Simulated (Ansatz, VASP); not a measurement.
**ZrC: VASP beside Ansatz**

```xyz
2
Lattice="0.0000 2.3359 2.3359 2.3359 0.0000 2.3359 2.3359 2.3359 0.0000" Properties=species:S:1:pos:R:3 pbc="T T T"
Zr    2.3359    2.3359    2.3359
C     0.0000    0.0000    0.0000
```

Alike in both runs: task single point; functional r2SCAN; dispersion D4; k mesh 8 × 8 × 8; occupations gaussian, width 0.05 eV; no spin polarisation.

|  | VASP | Ansatz |
| --- | --- | --- |
| version | VASP 6.6.1 | Ansatz 0.2.0 |
| potentials or method | VASP PAW PBE potentials, release 64 (Zr_sv, C), cutoff 660 eV | scalar-relativistic, plane waves, PAW |
| valence electrons in the cell | 16 | 16 |

Ansatz gave:

```
gap on the k mesh at the Fermi level (eV) : none
pressure (GPa)                            : 4.9
```

Question: Estimate VASP's values.

Answer: gap on the k mesh at the Fermi level (eV): none; pressure (GPa): 5.0.

VASP's potentials were made for PBE, not for r2SCAN. A gap of «none» marks a metal or a gap that the smearing closes.
